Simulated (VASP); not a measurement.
Wanted: the native input for a VASP 6.6.1 run.

| Item | Value |
| --- | --- |
| Task | relaxation of cell and atoms |
| Functional | r2SCAN |
| Potentials or basis | VASP PAW PBE potentials, release 64 (In_d, Sb) |
| Cutoff | 600 eV |
| k mesh | 6 × 6 × 4 |
| Occupations | fermi-dirac, width 0.02 eV |
| Spin | no spin polarisation |
| Dipole correction | no |
| Further INCAR settings | ALGO = Normal; EDIFF = 1e-07; IBRION = 2; EDIFFG = -0.005; NSW = 80; ISIF = 3 |

Crystal: InSb.

```
In Sb
1.0
     5.10890    0.00000    0.00000
    -2.55445    4.42443    0.00000
     0.00000    0.00000    6.22379
In Sb
2 2
Direct
  0.33333 0.66667 0.25000
  0.66667 0.33333 0.75000
  0.66667 0.33333 0.25000
  0.33333 0.66667 0.75000
```

One way to write it, as run:

POSCAR

```
InSb
1.0
    5.1088967595      0.0000000000      0.0000000000
   -2.5544483798      4.4244343790      0.0000000000
    0.0000000000      0.0000000000      6.2237853206
In Sb
2 2
Direct
    0.3333333333      0.6666666667      0.2500000000
    0.6666666667      0.3333333333      0.7500000000
    0.6666666667      0.3333333333      0.2500000000
    0.3333333333      0.6666666667      0.7500000000
```

INCAR.step1

```
SYSTEM = InSb
  ALGO = Normal
  EDIFF = 1E-4
  ENCUT = 600
  GGA = PE
  ISMEAR = -1
  LASPH = .True.
  LCHARG = .False.
  LREAL = .False.
  LWAVE = .True.
  NELM = 80
  PREC = Accurate
  SIGMA = 0.02
```

INCAR.step2

```
SYSTEM = InSb
  ALGO = Normal
  EDIFF = 1E-7
  EDIFFG = -0.005
  ENCUT = 600
  IBRION = 2
  ISIF = 3
  ISMEAR = -1
  ISTART = 1
  LASPH = .True.
  LCHARG = .False.
  LMIXTAU = .True.
  LREAL = .False.
  LWAVE = .False.
  METAGGA = R2SCAN
  NELM = 80
  NSW = 80
  PREC = Accurate
  SIGMA = 0.02
```

KPOINTS

```
k-points
0
Gamma
  6 6 4
  0 0 0
```

Potentials or basis: VASP PAW PBE potentials, release 64 (In_d, Sb).

Run with:

```sh
$ cat potpaw_PBE.64/In_d/POTCAR potpaw_PBE.64/Sb/POTCAR > POTCAR
$ cp INCAR.step1 INCAR
$ mpirun -np 1 vasp_std > vasp.out
$ cp INCAR.step2 INCAR
$ mpirun -np 1 vasp_std > vasp.out
```

Results of the run:

The relaxed volume is 34.04 Å³/atom, the relaxed cell is a = 5.032 Å, b = 5.032 Å, c = 6.209 Å, α = 90.00°, β = 90.00°, γ = 120.00° and the space group after relaxing (to 0.1 Å) is P6_3/mmc (No. 194). The energy gained by relaxing is 5.3 meV/atom, the ionic steps are 7 and the pressure after relaxing is 0.0 GPa. The band gap on the k mesh is zero (bands 18 and 19 overlap by 1.10 eV).

Caveat: the PAW data sets were made with another functional, which shifts forces and pressure a little; spin-orbit coupling is left out, which moves the levels of the heavy elements.

Wall time 49 min on 1 thread of Intel Xeon 8259CL, on a shared host, peak memory 0.38 GiB.
